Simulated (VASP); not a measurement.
**HfO2: elastic constants with LDA**

HfO2:

```
Hf O
1.0
     0.00000    2.44479    2.44479
     2.44479    0.00000    2.44479
     2.44479    2.44479    0.00000
Hf O
1 2
Direct
  0.00000 0.00000 0.00000
  0.25000 0.25000 0.25000
  0.75000 0.75000 0.75000
```

```
Program                   : VASP 6.6.1
Task                      : elastic constants
Functional                : LDA
Potentials or basis       : VASP PAW LDA potentials, release 64 (Hf_pv, O)
Cutoff                    : 600 eV
k mesh                    : 8 × 8 × 8
Occupations               : gaussian, width 0.01 eV
Spin                      : no spin polarisation
Dipole correction         : no
Ions in elastic constants : relaxed
Further INCAR settings    : ALGO = Normal; EDIFF = 1e-08; NBANDS = 18; IBRION = 6; POTIM = 0.015; NSW = 1; ISIF = 3
```

```yaml
Elastic_constants_C11_C12_C44: 706, 165, 89 GPa
Voigt_bulk_modulus: 345 GPa
Highest_phonon_frequency_at_Γ_LO-TO_splitting_left_out: 660 cm⁻¹
```

Phonon frequencies in cm⁻¹ (negative: imaginary):
| q point | frequencies |
| --- | --- |
| (0.000, 0.000, 0.000) | 0 0 0 318 318 318 660 660 660 |

Elastic tensor in Voigt notation (GPa, in the Cartesian axes of the cell as first typed):
```
706 165 165   0   0   0
165 706 165   0   0   0
165 165 706   0   0   0
  0   0   0  89   0   0
  0   0   0   0  89   0
  0   0   0   0   0  89
```

Clamped-ion elastic tensor (GPa):
```
706 165 165   0   0   0
165 706 165   0   0   0
165 165 706   0   0   0
  0   0   0 157   0   0
  0   0   0   0 157   0
  0   0   0   0   0 157
```

It took 13 min on 1 thread of Intel(R) Xeon(R) Platinum 8259CL CPU @ 2.50GHz (Skylake/Cascade Lake) (shared host), peak memory 0.31 GiB.

Caveat: the cell is under stress, which shifts elastic constants.
